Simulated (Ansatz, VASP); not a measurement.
**Lu in VASP and in Ansatz**

The input INCAR:

```
SYSTEM = Lu
  PREC = Accurate
  ENCUT = 520
  EDIFF = 1E-6
  ISMEAR = -1
  SIGMA = 0.08
  LREAL = .False.
  LASPH = .True.
  NELM = 100
  ALGO = Normal
  ISIF = 2
  LWAVE = .False.
  LCHARG = .False.
  GGA = PE
  NBANDS = 18
```

The input KPOINTS:

```
Automatic mesh
0
Gamma
  15 15 15
  0 0 0
```

The input POSCAR:

```
Lu
1.0
   -1.9368782772      1.9368782772      1.9368782772
    1.9368782772     -1.9368782772      1.9368782772
    1.9368782772      1.9368782772     -1.9368782772
Lu
1
Direct
    0.0000000000      0.0000000000      0.0000000000
```

Input for Ansatz:

```yaml
crystal:
  lattice:
    - [-1.9368782772, 1.9368782772, 1.9368782772]
    - [1.9368782772, -1.9368782772, 1.9368782772]
    - [1.9368782772, 1.9368782772, -1.9368782772]
  atoms:
    - { symbol: Lu, position: [0.0, 0.0, 0.0] }
kpoints:
  mp_grid: { grid: [15, 15, 15] }
scf:
  occupations: { method: fermi_dirac, width: 0.08 }
hamiltonian:
  xc: pbe
  pseudopotentials: { kind: all_electron, lapw: { basis_error: 0.0005 } }
output:
  forces: true
  stress: true
  eigenvalues: true
```

Change from the starting cell: volume scaled by 0.98.

Alike in both runs: task single point; functional PBE; k mesh 15 × 15 × 15; occupations fermi-dirac, width 0.08 eV; no spin polarisation.

|  | VASP | Ansatz |
| --- | --- | --- |
| version | VASP 6.6.1 | Ansatz 0.2.0 |
| potentials or method | VASP PAW PBE potentials, release 64 (Lu), cutoff 520 eV | all-electron LAPW, scalar-relativistic |

Ansatz gave:

* pressure (GPa): 0.9

Q: What did VASP give for the same quantities?

A: Pressure (GPa): 1.0.

Ansatz ran all-electron here, and VASP with PAW potentials.

Neither program's run includes spin-orbit coupling.
